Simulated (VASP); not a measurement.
# Hf2Ge3 (P6/mmm) in VASP: notebook, part 2 of 2

VASP 6.6.1. Earlier steps stand in the parts before.

## 4. Relaxation of cell and atoms, PBE

Input file INCAR:

```
PREC = Accurate
ENCUT = 600
EDIFF = 1E-6
ISMEAR = 0
SIGMA = 0.1
LREAL = False
LASPH = True
NELM = 60
ALGO = Normal
ISIF = 3
LWAVE = False
LCHARG = False
GGA = PE
IBRION = 2
NSW = 100
EDIFFG = -0.01
```

Input file KPOINTS:

```
Automatic mesh
0
Gamma
  6 6 10
```

Input file POSCAR:

```
Hf2Ge3
1.0
    5.8035774000      0.0000000000      0.0000000000
   -2.9017887000      5.0260454612      0.0000000000
    0.0000000000      0.0000000000      4.3094302535
Hf Ge
2 3
Direct
    0.3333333333      0.6666666667      0.5000000000
    0.6666666667      0.3333333333      0.5000000000
    0.5000000000      0.5000000000      0.0000000000
    0.5000000000      0.0000000000      0.0000000000
    0.0000000000      0.5000000000      0.0000000000
```

Potentials or basis: VASP PAW PBE potentials, release 64 (Hf_pv, Ge_d).

Started as:

```
$ cat potpaw_PBE.64/Hf_pv/POTCAR potpaw_PBE.64/Ge_d/POTCAR > POTCAR
$ mpirun -np 1 vasp_std > vasp.out
```

OUTCAR:

```text
PREC = Accurate
   ENCUT = 600
   EDIFF = 1E-6
   ISMEAR = 0
   LREAL = False
   LASPH = True
   NELM = 60
   ISIF = 3
   GGA = PE
   IBRION = 2
   NSW = 100
   EDIFFG = -0.01

 ion  position               nearest neighbor table
   1  0.333  0.667  0.500-   4 2.73   4 2.73   5 2.73   5 2.73   3 2.73   3 2.73   2 3.35   2 3.35
                             2 3.35
   2  0.667  0.333  0.500-   4 2.73   4 2.73   5 2.73   5 2.73   3 2.73   3 2.73   1 3.35   1 3.35
                             1 3.35
   3  0.500  0.500  0.000-   1 2.73   2 2.73   1 2.73   2 2.73   4 2.90   4 2.90   5 2.90   5 2.90

   4  0.500  0.000  0.000-   1 2.73   2 2.73   1 2.73   2 2.73   3 2.90   5 2.90   3 2.90   5 2.90

   5  0.000  0.500  0.000-   1 2.73   2 2.73   1 2.73   2 2.73   4 2.90   4 2.90   3 2.90   3 2.90

  LATTYP: Found a hexagonal cell.
 ALAT       =     5.8035774000
 C/A-ratio  =     0.7425472181

  Lattice vectors:

 A1 = (   5.8035774000,   0.0000000000,   0.0000000000)
 A2 = (  -2.9017887000,   5.0260454612,   0.0000000000)
 A3 = (   0.0000000000,   0.0000000000,   4.3094302535)

Analysis of symmetry for initial positions (statically):
=====================================================================
 Subroutine PRICEL returns:
 Original cell was already a primitive cell.

 Routine SETGRP: Setting up the symmetry group for a
 hexagonal supercell.

 Subroutine GETGRP returns: Found 24 space group operations
 (whereof 24 operations were pure point group operations)
 out of a pool of 24 trial point group operations.

The static configuration has the point symmetry D_6h.

Analysis of symmetry for dynamics (positions and initial velocities):
=====================================================================
 Subroutine PRICEL returns:
 Original cell was already a primitive cell.

 Routine SETGRP: Setting up the symmetry group for a
 hexagonal supercell.

 Subroutine GETGRP returns: Found 24 space group operations
 (whereof 24 operations were pure point group operations)
 out of a pool of 24 trial point group operations.

The dynamic configuration has the point symmetry D_6h.

 Subroutine INISYM returns: Found 24 space group operations
 (whereof 24 operations are pure point group operations),
 and found     1 'primitive' translations

----------------------------------------------------------------------------------------

                                     Primitive cell

  volume of cell :     125.7020

  direct lattice vectors                    reciprocal lattice vectors
     5.803577400  0.000000000  0.000000000     0.172307515  0.099481790  0.000000000
    -2.901788700  5.026045461  0.000000000     0.000000000  0.198963580  0.000000000
     0.000000000  0.000000000  4.309430254     0.000000000  0.000000000  0.232049236

  length of vectors
     5.803577400  5.803577400  4.309430254     0.198963580  0.198963580  0.232049236

  position of ions in fractional coordinates (direct lattice)
     0.333333333  0.666666667  0.500000000
     0.666666667  0.333333333  0.500000000
     0.500000000  0.500000000  0.000000000
[... 43 lines left out ...]
  0.166667  0.166667  0.000000      6.000000
  0.333333  0.166667  0.000000     12.000000
[... 16 lines left out ...]
  0.166667  0.000000  0.300000     12.000000
  0.333333 -0.000000  0.300000     12.000000
 [... further k-points ...]
   k-points           NKPTS =     42   k-points in BZ     NKDIM =     42   number of bands    NBANDS=     37
   number of dos      NEDOS =    301   number of ions     NIONS =      5
   total plane-waves  NPLWV =  82944
   dimension x,y,z NGX =    48 NGY =   48 NGZ =   36
   dimension x,y,z NGXF=    96 NGYF=   96 NGZF=   72
   ions per type =               2   3
   NGX,Y,Z   is equivalent  to a cutoff of  13.75, 13.75, 13.89 a.u.
   NGXF,Y,Z  is equivalent  to a cutoff of  27.50, 27.50, 27.78 a.u.
 SYSTEM =  unknown system
   PREC   = accura    normal or accurate (medium, high low for compatibility)
   ISTART =      0    job   : 0-new  1-cont  2-samecut
   ICHARG =      2    charge: 1-file 2-atom 10-const
   ISPIN  =      1    spin polarized calculation?
   LNONCOLLINEAR =      F non collinear calculations
   LSORBIT =      F    spin-orbit coupling
   LASPH  =      T    aspherical Exc in radial PAW
   ENCUT  =  600.0 eV  44.10 Ry    6.64 a.u.  11.59 11.59  8.61*2*pi/ulx,y,z
   NELM   =     60;   NELMIN=  2; NELMDL= -5     # of ELM steps
   EDIFF  = 0.1E-05   stopping-criterion for ELM
   LREAL  =      F    real-space projection
   EDIFFG = -.1E-01   stopping-criterion for IOM
   NSW    =    100    number of steps for IOM
   IBRION =      2    ionic relax: 0-MD 1-quasi-New 2-CG
   NFREE  =      1    steps in history (QN), initial steepest desc. (CG)
   ISIF   =      3    stress and relaxation
   ISYM   =      2    0-nonsym 1-usesym 2-fastsym
   POTIM  = 0.5000    time-step for ionic-motion
   TEBEG  =    0.0;   TEEND  =   0.0 temperature during run
   PSTRESS=    0.0 pullay stress
   NELECT =      62.0000    total number of electrons
   NUPDOWN=      -1.0000    fix difference up-down
   EMIN   =  10.00;   EMAX   =-10.00  energy-range for DOS
   EFERMI =   0.00;   METHOD = LEGACY
   ISMEAR =     0;   SIGMA  =   0.10  broadening in eV -4-tet -1-fermi 0-gaus
   EFERMI_NEDOS =   21; number of points for ismear=-14 and -15
   IALGO  =     38    algorithm
   IMIX   =      4    mixing-type and parameters
     AMIX     =   0.40;   BMIX     =  1.00
     AMIX_MAG =   1.60;   BMIX_MAG =  1.00
  volume/ion in A,a.u.               =      25.14       169.66
  Fermi-wavevector in a.u.,A,eV,Ry     =   1.293475  2.444313 22.763603  1.673078
  Thomas-Fermi vector in A             =   2.425118
   LORBIT       =      0    0 simple, 1 ext, 2 COOP (PROOUT), +10 PAW based schemes
   GGA     = PE    functional components
   LHFCALC =     F    Hartree Fock is set to
   AEXX    =    0.0000 exact exchange contribution
   IVDW    =     0    specifies the selected vdW correction
   LEPSILON=     F    determine dielectric tensor
   LRPA    =     F    only Hartree local field effects (RPA)
 conjugate gradient relaxation of ions
 non-spin polarized calculation
 Gauss-broadening in eV      SIGMA  =   0.10
  energy-cutoff  :      600.00
  volume of cell :      125.70
 maximum number of plane-waves:      4232
 NGX is ok and might be reduce to    48
   NGX = 23   NGY = 23   NGZ = 17

--------------------------------------- Ionic step        1  -------------------------------------------

 number of electron      61.9999994 magnetization

 Free energy of the ion-electron system (eV)
  ---------------------------------------------------
  ext. energy  EPLUGINS =         0.00000000
  ---------------------------------------------------
  free energy    TOTEN  =       -34.23061391 eV

  energy without entropy =      -34.22410101  energy(sigma->0) =      -34.22735746

------------------------ aborting loop because EDIFF is reached ----------------------------------------

  FORCE on cell =-STRESS in cart. coord.  units (eV):
  Direction    XX          YY          ZZ          XY          YZ          ZX
  --------------------------------------------------------------------------------------
  -------------------------------------------------------------------------------------
  Total        0.4017217      0.4017217     -0.6907474      0.0000000     -0.0000000      0.0000000
  in kB        5.1202819      5.1202819     -8.8041572      0.0000000     -0.0000000      0.0000000
  external PRESSURE =       0.4788022 kB  Pullay stress =       0.0000000 kB
[... 182 lines left out ...]
--------------------------------------- Ionic step        6  -------------------------------------------

 number of electron      61.9999975 magnetization

 Free energy of the ion-electron system (eV)
  ---------------------------------------------------
  ext. energy  EPLUGINS =         0.00000000
  ---------------------------------------------------
  free energy    TOTEN  =       -34.24138425 eV

  energy without entropy =      -34.23255862  energy(sigma->0) =      -34.23697143

 E-fermi :   3.8145     XC(G=0):  -9.6462

 val. band max:        3.8040224435   @ k =   0.1667   0.0000   0.3000
 cond. band min:       3.8508206529   @ k =   0.3333   0.3333   0.2000
 fundamental gap:      0.0467982094
 Fermi energy:         3.8145264862

 k-point     1 :       0.0000    0.0000    0.0000
  band No.  band energies     occupation
      1     -27.3434      2.00000
      2     -27.3434      2.00000
      3     -27.3152      2.00000
      4     -27.2945      2.00000
      5     -27.1879      2.00000
      6     -27.1879      2.00000
[... 949 lines left out ...]
     36       6.4112      0.00000
     37       6.4820      0.00000

 [... further k-points ...]

------------------------ aborting loop because EDIFF is reached ----------------------------------------

  FORCE on cell =-STRESS in cart. coord.  units (eV):
  Direction    XX          YY          ZZ          XY          YZ          ZX
  --------------------------------------------------------------------------------------
  -------------------------------------------------------------------------------------
  Total       -0.0487913     -0.0487913     -0.0482227      0.0000000     -0.0000000      0.0000000
  in kB       -0.6129749     -0.6129749     -0.6058307      0.0000000     -0.0000000      0.0000000
  external PRESSURE =      -0.6105935 kB  Pullay stress =       0.0000000 kB
[... 20 lines left out ...]
  FREE ENERGIE OF THE ION-ELECTRON SYSTEM (eV)
  ---------------------------------------------------
  free  energy   TOTEN  =       -34.2413842487 eV

  energy  without entropy=      -34.2325586197  energy(sigma->0) =      -34.23697143

 reached required accuracy - stopping structural energy minimisation
```

CONTCAR:

```text
Hf2Ge3
   1.00000000000000
     5.8878654770049206    0.0000000000000000    0.0000000000000000
    -2.9439327385024603    5.0990410771211199    0.0000000000000000
     0.0000000000000000   -0.0000000000000000    4.2478010579362522
  Hf              Ge
     2     3
Direct
     0.3333333332999970    0.6666666667000030    0.5000000000000000
     0.6666666667000030    0.3333333332999970    0.5000000000000000
     0.5000000000000000    0.5000000000000000    0.0000000000000000
     0.5000000000000000    0.0000000000000000    0.0000000000000000
     0.0000000000000000    0.5000000000000000    0.0000000000000000

  0.00000000E+00  0.00000000E+00  0.00000000E+00
  0.00000000E+00  0.00000000E+00  0.00000000E+00
  0.00000000E+00  0.00000000E+00  0.00000000E+00
  0.00000000E+00  0.00000000E+00  0.00000000E+00
  0.00000000E+00  0.00000000E+00  0.00000000E+00
```

Wall time 11 min (1 thread of Intel Xeon 6975P-C (Granite Rapids), shared host); peak memory 0.42 GiB.

Results:

- Free energy: -34.2414 eV
- Relaxed volume: 25.51 Å³/atom
- Relaxed cell: a = 5.888 Å, b = 5.888 Å, c = 4.248 Å, α = 90.00°, β = 90.00°, γ = 120.00°
- Space group after relaxing (to 0.1 Å): P6/mmm (No. 191)
- Energy gained by relaxing: 2.2 meV/atom
- Ionic steps: 6
- Pressure after relaxing: -0.1 GPa
- Band gap on the k mesh: zero (bands 31 and 32 overlap by 1.16 eV)

Step by step:
```tsv
step	energy change (eV)	largest force (eV/Å)	pressure (GPa)	volume (Å³)
1	0.0000	0.0000	0.05	125.70
2	-0.0059	0.0000	0.37	125.83
3	-0.0079	0.0000	0.69	125.95
4	-0.0106	0.0000	0.25	127.06
5	-0.0107	0.0000	-0.09	127.70
6	-0.0108	0.0000	-0.06	127.53
```

Final structure:
```
CELL_PARAMETERS angstrom
5.88787 0.00000 0.00000
-2.94393 5.09904 0.00000
0.00000 0.00000 4.24780
ATOMIC_POSITIONS crystal
Hf 0.33333 0.66667 0.50000
Hf 0.66667 0.33333 0.50000
Ge 0.50000 0.50000 0.00000
Ge 0.50000 0.00000 0.00000
Ge 0.00000 0.50000 0.00000
```

Caveat: spin-orbit coupling is left out, which moves the levels of the heavy elements.

## 5. Overview

```tsv
task	cell	k mesh	cutoff (eV)	gap on the mesh (eV)	pressure (GPa)
single point	a = 5.804, b = 5.804, c = 4.309 Å, angles 90.0, 90.0, 120.0°, 5 atoms	6 × 6 × 4	520	none	0.1
single point	a = 5.885, b = 5.885, c = 4.254 Å, angles 90.0, 90.0, 120.0°, 5 atoms	6 × 6 × 10	520	none	-0.2
relaxation of cell and atoms	relaxed from a = 5.804, b = 5.804, c = 4.309 Å, angles 90.0, 90.0, 120.0°, 5 atoms	6 × 6 × 10	600	none	-0.1
```

Alike in all rows: level PBE; potentials or basis VASP PAW PBE potentials, release 64 (Hf_pv, Ge_d); no spin polarisation; smearing gaussian 0.1 eV.

Caveats: some runs use coarse meshes; spin-orbit coupling is left out, which moves the levels of the heavy elements.

Total energies depend on the potentials used, so only differences within one code and one set of settings carry meaning.

The gap in the log of VASP goes by the Fermi energy; the results here count the filled bands.